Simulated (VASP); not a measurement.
# Ca3TeRu2 (P6/mmm) in VASP: notebook

The runs below take Ca3TeRu2 through relaxation of cell and atoms, single point, with PBE.

Everything below comes from runs of VASP 6.6.1. Logs are shortened: lines on timing, memory, paths and dates and some standing lists are left out, and cuts for length are marked.

**1. The cell of the first run**

It takes space group P6/mmm (No. 191, hexagonal). Conventional cell: a = 6.234 Å, b = 6.234 Å, c = 7.324 Å, α = 90.00°, β = 90.00°, γ = 120.00°. Ca (site symmetry mmm) has 4 Ca at 3.12 Å and 4 Ru at 3.32 Å within 4.1 Å. Te (site symmetry 6/mmm) has 2 Ru at 2.52 Å within 3.3 Å. Ru (site symmetry 6mm) has 1 Ru at 2.28 Å and 1 Te at 2.52 Å within 3.0 Å.

The cell was built from a structure type or drawn by symmetry, and may not be a known phase.

**2. Relaxation of cell and atoms, PBE**

The input, INCAR:

```
SYSTEM = Ca3TeRu2
ALGO = Fast
EDIFF = 1E-6
EDIFFG = -0.01
ENCUT = 600
GGA = PE
IBRION = 2
ISIF = 3
ISMEAR = 0
LASPH = .TRUE.
LCHARG = .FALSE.
LREAL = .FALSE.
LWAVE = .FALSE.
NELM = 80
NSW = 100
PREC = Accurate
SIGMA = 0.1
```

The input, KPOINTS:

```
k-points
0
G
  6 6 6
  0 0 0
```

The input, POSCAR:

```
Ca3TeRu2
1.0
    6.2342191531      0.0000000000      0.0000000000
   -3.1171095766      5.3989921594      0.0000000000
    0.0000000000      0.0000000000      7.3243708855
Ca Te Ru
3 1 2
Direct
    0.5000000000      0.0000000000      0.5000000000
    0.0000000000      0.5000000000      0.5000000000
    0.5000000000      0.5000000000      0.5000000000
    0.0000000000      0.0000000000      0.0000000000
    0.0000000000      0.0000000000      0.3445314018
    0.0000000000      0.0000000000      0.6554685982
```

Potentials or basis: VASP PAW PBE potentials, release 64 (Ca_sv, Te, Ru_pv).

On the command line:

```sh
$ cat potpaw_PBE.64/Ca_sv/POTCAR potpaw_PBE.64/Te/POTCAR potpaw_PBE.64/Ru_pv/POTCAR > POTCAR
$ mpirun -np 1 vasp_std > vasp.out
```

OUTCAR:

```text
SYSTEM = Ca3TeRu2
   EDIFF = 1E-6
   EDIFFG = -0.01
   ENCUT = 600
   GGA = PE
   IBRION = 2
   ISIF = 3
   ISMEAR = 0
   LASPH = .TRUE.
   LREAL = .FALSE.
   NELM = 80
   NSW = 100
   PREC = Accurate

 ion  position               nearest neighbor table
   1  0.500  0.000  0.500-   2 3.12   2 3.12   3 3.12   3 3.12
   2  0.000  0.500  0.500-   3 3.12   3 3.12   1 3.12   1 3.12
   3  0.500  0.500  0.500-   2 3.12   2 3.12   1 3.12   1 3.12
   4  0.000  0.000  0.000-   5 2.52   6 2.52
   5  0.000  0.000  0.345-   6 2.28   4 2.52
   6  0.000  0.000  0.655-   5 2.28   4 2.52

  LATTYP: Found a hexagonal cell.
 ALAT       =     6.2342191531
 C/A-ratio  =     1.1748658021

  Lattice vectors:

 A1 = (   6.2342191531,   0.0000000000,   0.0000000000)
 A2 = (  -3.1171095766,   5.3989921594,   0.0000000000)
 A3 = (   0.0000000000,   0.0000000000,   7.3243708855)

Analysis of symmetry for initial positions (statically):
=====================================================================
 Subroutine PRICEL returns:
 Original cell was already a primitive cell.

 Routine SETGRP: Setting up the symmetry group for a
 hexagonal supercell.

 Subroutine GETGRP returns: Found 24 space group operations
 (whereof 24 operations were pure point group operations)
 out of a pool of 24 trial point group operations.

The static configuration has the point symmetry D_6h.

Analysis of symmetry for dynamics (positions and initial velocities):
=====================================================================
 Subroutine PRICEL returns:
 Original cell was already a primitive cell.

 Routine SETGRP: Setting up the symmetry group for a
 hexagonal supercell.

 Subroutine GETGRP returns: Found 24 space group operations
 (whereof 24 operations were pure point group operations)
 out of a pool of 24 trial point group operations.

The dynamic configuration has the point symmetry D_6h.

 Subroutine INISYM returns: Found 24 space group operations
 (whereof 24 operations are pure point group operations),
 and found     1 'primitive' translations

----------------------------------------------------------------------------------------

                                     Primitive cell

  volume of cell :     246.5273

  direct lattice vectors                    reciprocal lattice vectors
[... 97 lines left out ...]
   EDIFFG = -.1E-01   stopping-criterion for IOM
   NSW    =    100    number of steps for IOM
   IBRION =      2    ionic relax: 0-MD 1-quasi-New 2-CG
   NFREE  =      1    steps in history (QN), initial steepest desc. (CG)
   ISIF   =      3    stress and relaxation
   ISYM   =      2    0-nonsym 1-usesym 2-fastsym
   POTIM  = 0.5000    time-step for ionic-motion
   TEBEG  =    0.0;   TEEND  =   0.0 temperature during run
   PSTRESS=    0.0 pullay stress
   NELECT =      64.0000    total number of electrons
   NUPDOWN=      -1.0000    fix difference up-down
   EMIN   =  10.00;   EMAX   =-10.00  energy-range for DOS
   EFERMI =   0.00;   METHOD = LEGACY
   ISMEAR =     0;   SIGMA  =   0.10  broadening in eV -4-tet -1-fermi 0-gaus
   EFERMI_NEDOS =   21; number of points for ismear=-14 and -15
   IALGO  =     68    algorithm
   IMIX   =      4    mixing-type and parameters
     AMIX     =   0.40;   BMIX     =  1.00
     AMIX_MAG =   1.60;   BMIX_MAG =  1.00
  volume/ion in A,a.u.               =      41.09       277.27
  Fermi-wavevector in a.u.,A,eV,Ry     =   1.044351  1.973537 14.839451  1.090669
  Thomas-Fermi vector in A             =   2.179100
   LORBIT       =      0    0 simple, 1 ext, 2 COOP (PROOUT), +10 PAW based schemes
   GGA     = PE    functional components
   LHFCALC =     F    Hartree Fock is set to
   AEXX    =    0.0000 exact exchange contribution
   IVDW    =     0    specifies the selected vdW correction
   LEPSILON=     F    determine dielectric tensor
   LRPA    =     F    only Hartree local field effects (RPA)
 conjugate gradient relaxation of ions
 non-spin polarized calculation
 RMM-DIIS sequential band-by-band and
 Gauss-broadening in eV      SIGMA  =   0.10
  energy-cutoff  :      600.00
  volume of cell :      246.53
 maximum number of plane-waves:      8298
 NGX is ok and might be reduce to    50
   NGX = 25   NGY = 25   NGZ = 29

--------------------------------------- Ionic step        1  -------------------------------------------

 number of electron      64.0000003 magnetization

 Free energy of the ion-electron system (eV)
  ---------------------------------------------------
  ext. energy  EPLUGINS =         0.00000000
  ---------------------------------------------------
  free energy    TOTEN  =       -23.30274704 eV

  energy without entropy =      -23.27997827  energy(sigma->0) =      -23.29136266

------------------------ aborting loop because EDIFF is reached ----------------------------------------

  FORCE on cell =-STRESS in cart. coord.  units (eV):
  Direction    XX          YY          ZZ          XY          YZ          ZX
  --------------------------------------------------------------------------------------
  -------------------------------------------------------------------------------------
  Total       -0.0928229     -0.0928229      0.8767780      0.0000000     -0.0000000      0.0000000
  in kB       -0.6032545     -0.6032545      5.6981663      0.0000000     -0.0000000      0.0000000
  external PRESSURE =       1.4972191 kB  Pullay stress =       0.0000000 kB
[... 147 lines left out ...]
--------------------------------------- Ionic step        5  -------------------------------------------

 number of electron      64.0000003 magnetization

 Free energy of the ion-electron system (eV)
  ---------------------------------------------------
  ext. energy  EPLUGINS =         0.00000000
  ---------------------------------------------------
  free energy    TOTEN  =       -23.30463250 eV

  energy without entropy =      -23.28420626  energy(sigma->0) =      -23.29441938

 E-fermi :   1.6661     XC(G=0):  -7.3327

 val. band max:        1.6585480156   @ k =   0.3333   0.3333   0.0000
 cond. band min:       1.6667817484   @ k =   0.1667   0.1667   0.0000
 fundamental gap:      0.0082337328
 Fermi energy:         1.6661139427

 k-point     1 :       0.0000    0.0000    0.0000
  band No.  band energies     occupation
      1     -41.3328      2.00000
      2     -40.2073      2.00000
      3     -40.0066      2.00000
      4     -40.0066      2.00000
      5     -39.8628      2.00000
      6     -39.8628      2.00000
[... 973 lines left out ...]
     37       3.1171      0.00000
     38       3.3663      0.00000

 [... further k-points ...]
[... 5 lines left out ...]
  --------------------------------------------------------------------------------------
  -------------------------------------------------------------------------------------
  Total       -0.0046512     -0.0046512     -0.0125055      0.0000000      0.0000000      0.0000000
  in kB       -0.0301479     -0.0301479     -0.0810570      0.0000000      0.0000000      0.0000000
  external PRESSURE =      -0.0471176 kB  Pullay stress =       0.0000000 kB
[... 21 lines left out ...]
  FREE ENERGIE OF THE ION-ELECTRON SYSTEM (eV)
  ---------------------------------------------------
  free  energy   TOTEN  =       -23.3046325008 eV

  energy  without entropy=      -23.2842062627  energy(sigma->0) =      -23.29441938

 reached required accuracy - stopping structural energy minimisation
```

OSZICAR:

```text
N       E                     dE             d eps       ncg     rms          rms(c)
DAV:   1     0.681995721354E+03    0.68200E+03   -0.35145E+04  2296   0.168E+03
DAV:   2     0.215650426855E+02   -0.66043E+03   -0.64471E+03  2266   0.474E+02
[... 55 lines left out ...]
       N       E                     dE             d eps       ncg     rms          rms(c)
DAV:   1    -0.233046311400E+02   -0.17922E-04   -0.12239E-02  2472   0.101E+00    0.540E-02
RMM:   2    -0.233046857751E+02   -0.54635E-04   -0.10408E-03  2168   0.173E-01    0.517E-02
RMM:   3    -0.233046346665E+02    0.51109E-04   -0.13910E-04  1925   0.679E-02    0.160E-02
RMM:   4    -0.233046321095E+02    0.25570E-05   -0.51423E-05  2076   0.287E-02    0.771E-03
RMM:   5    -0.233046326550E+02   -0.54541E-06   -0.13835E-05  2012   0.132E-02    0.559E-03
RMM:   6    -0.233046325008E+02    0.15415E-06   -0.20099E-06  1416   0.672E-03
   5 F= -.23304633E+02 E0= -.23294419E+02  d E =-.255957E-03
```

CONTCAR:

```text
Ca3TeRu2
   1.00000000000000
     6.2294044440844303    0.0000000000000446    0.0000000000000000
    -3.1147022220921379    5.3948224990805347   -0.0000000000000000
    -0.0000000000000000   -0.0000000000000000    7.3552711866856892
  Ca              Te              Ru
     3     1     2
Direct
     0.5000000000000000    0.0000000000000000    0.5000000000000000
     0.0000000000000000    0.5000000000000000    0.5000000000000000
     0.5000000000000000    0.5000000000000000    0.5000000000000000
     0.0000000000000000    0.0000000000000000    0.0000000000000000
     0.0000000000000000    0.0000000000000000    0.3448443282101555
     1.0000000000000000    0.0000000000000000    0.6551556717898445

  0.00000000E+00  0.00000000E+00  0.00000000E+00
  0.00000000E+00  0.00000000E+00  0.00000000E+00
  0.00000000E+00  0.00000000E+00  0.00000000E+00
  0.00000000E+00  0.00000000E+00  0.00000000E+00
  0.00000000E+00  0.00000000E+00  0.00000000E+00
  0.00000000E+00  0.00000000E+00  0.00000000E+00
```

Run time: 40 min. Hardware: 1 thread of Intel Xeon 8259CL, shared host; peak memory 0.63 GiB.

Results:

- Free energy: -23.3046 eV
- Relaxed volume: 41.20 Å³/atom
- Relaxed cell: a = 6.229 Å, b = 6.229 Å, c = 7.355 Å, α = 90.00°, β = 90.00°, γ = 120.00°
- Space group after relaxing (to 0.1 Å): P6/mmm (No. 191)
- Energy gained by relaxing: 0.3 meV/atom
- Ionic steps: 5
- Pressure after relaxing: 0.0 GPa
- Band gap on the k mesh: zero (bands 32 and 33 overlap by 0.79 eV)

The path:
| step | energy change (eV) | largest force (eV/Å) | pressure (GPa) | volume (Å³) |
| --- | --- | --- | --- | --- |
| 1 | 0.0000 | 0.0183 | 0.15 | 246.53 |
| 2 | -0.0001 | 0.1734 | -0.18 | 247.89 |
| 3 | -0.0016 | 0.0831 | -0.02 | 247.23 |
| 4 | -0.0019 | 0.0243 | 0.00 | 247.17 |
| 5 | -0.0019 | 0.0012 | 0.00 | 247.19 |

Final structure:
```
CELL_PARAMETERS angstrom
6.22940 0.00000 0.00000
-3.11470 5.39482 0.00000
0.00000 0.00000 7.35527
ATOMIC_POSITIONS crystal
Ca 0.50000 0.00000 0.50000
Ca 0.00000 0.50000 0.50000
Ca 0.50000 0.50000 0.50000
Te 0.00000 0.00000 0.00000
Ru 0.00000 0.00000 0.34484
Ru 0.00000 0.00000 0.65516
```

Caveat: spin-orbit coupling is left out, which moves the levels of the heavy elements.

**3. Single point, PBE**

This run uses another cell than the first one, of 22.33 Å³/atom.

The input, INCAR:

```
SYSTEM = Ca3TeRu2
PREC = Accurate
ENCUT = 520
EDIFF = 1E-6
ISMEAR = 0
SIGMA = 0.1
LREAL = .False.
LASPH = .True.
NELM = 80
ALGO = Fast
ISIF = 2
LWAVE = .False.
LCHARG = .True.
GGA = PE
LELF = .True.
LVHAR = .True.
NBANDS = 41
```

The input, KPOINTS:

```
Automatic mesh
0
Gamma
  6 6 4
  0 0 0
```

The input, POSCAR:

```
Ca3TeRu2
1.0
    4.9594219200      0.0000000000      0.0000000000
   -2.4797109600      4.2949853700      0.0000000000
    0.0000000000      0.0000000000      6.2901925200
Ca Te Ru
3 1 2
Direct
    0.5000000000      0.0000000000      0.5000000000
    0.0000000000      0.5000000000      0.5000000000
    0.5000000000      0.5000000000      0.5000000000
    0.0000000000      0.0000000000      0.0000000000
    0.0000000000      0.0000000000      0.3446705900
    0.0000000000      0.0000000000      0.6553294100
```

Potentials or basis: VASP PAW PBE potentials, release 64 (Ca_sv, Te, Ru_pv).

On the command line:

```sh
$ cat potpaw_PBE.64/Ca_sv/POTCAR potpaw_PBE.64/Te/POTCAR potpaw_PBE.64/Ru_pv/POTCAR > POTCAR
$ mpirun -np 1 vasp_std > vasp.out
```

OUTCAR:

```text
SYSTEM = Ca3TeRu2
   PREC = Accurate
   ENCUT = 520
   EDIFF = 1E-6
   ISMEAR = 0
   LREAL = .False.
   LASPH = .True.
   NELM = 80
   ISIF = 2
   GGA = PE

 ion  position               nearest neighbor table
   1  0.500  0.000  0.500-   2 2.48   3 2.48   3 2.48   2 2.48   5 2.67   5 2.67   6 2.67   6 2.67

   2  0.000  0.500  0.500-   1 2.48   1 2.48   3 2.48   3 2.48   5 2.67   6 2.67   5 2.67   6 2.67

   3  0.500  0.500  0.500-   1 2.48   1 2.48   2 2.48   2 2.48   5 2.67   6 2.67   5 2.67   6 2.67

   4  0.000  0.000  0.000-   5 2.17   6 2.17
   5  0.000  0.000  0.345-   6 1.95   4 2.17   2 2.67   3 2.67   2 2.67   3 2.67   1 2.67   1 2.67

[... 1129 lines left out ...]
  Total       33.3347338     33.3347338     66.2035680      0.0000000      0.0000000      0.0000000
  in kB      398.6124780    398.6124778    791.6537884      0.0000000      0.0000000      0.0000000
  external PRESSURE =     529.6262481 kB  Pullay stress =       0.0000000 kB

 VOLUME and BASIS-vectors are now :
 -----------------------------------------------------------------------------
  energy-cutoff  :      520.00
  volume of cell :      133.99
      direct lattice vectors                 reciprocal lattice vectors
     4.959421920  0.000000000  0.000000000     0.201636404  0.116414832  0.000000000
    -2.479710960  4.294985370  0.000000000     0.000000000  0.232829664  0.000000000
     0.000000000  0.000000000  6.290192520     0.000000000  0.000000000  0.158977646

 POSITION                                       TOTAL-FORCE (eV/Angst)
 -----------------------------------------------------------------------------------
      2.47971      0.00000      3.14510        -0.000000      0.000000      0.000000
     -1.23986      2.14749      3.14510        -0.000000      0.000000      0.000000
      1.23986      2.14749      3.14510        -0.000000      0.000000      0.000000
      0.00000      0.00000      0.00000        -0.000000      0.000000      0.000000
      0.00000      0.00000      2.16804        -0.000000     -0.000000     -7.566221
      0.00000      0.00000      4.12215         0.000000      0.000000      7.566221
 -----------------------------------------------------------------------------------
    total drift:                               -0.000000      0.000000     -0.000000

  FREE ENERGIE OF THE ION-ELECTRON SYSTEM (eV)
  ---------------------------------------------------
  free  energy   TOTEN  =       -12.3668772179 eV

  energy  without entropy=      -12.3545300843  energy(sigma->0) =      -12.36070365
```

Wall time 7.3 min (1 thread of Oxide Virtual Turin-like, shared host); peak memory 0.28 GiB.

Results:

```yaml
Free_energy: -12.3669 eV
Pressure: 53.0 GPa
Largest_force: 7.566 eV/Å
Band_gap_on_the_k_mesh: zero (bands 32 and 33 overlap by 1.56 eV)
```

Forces on the atoms (eV/Å):
```
Ca   0.000  0.000  0.000
Ca   0.000  0.000  0.000
Ca   0.000  0.000  0.000
Te   0.000  0.000  0.000
Ru   0.000  0.000 -7.566
Ru   0.000  0.000  7.566
```

Caveat: atoms lie so close that the PAW spheres overlap strongly, which falsifies energies and pressures; the cell stands under pressure; spin-orbit coupling is left out, which moves the levels of the heavy elements; forces of over 1 eV/Å act on the atoms, so gaps and moduli don't describe the material at rest.

(Continued in part 2 of 2.)
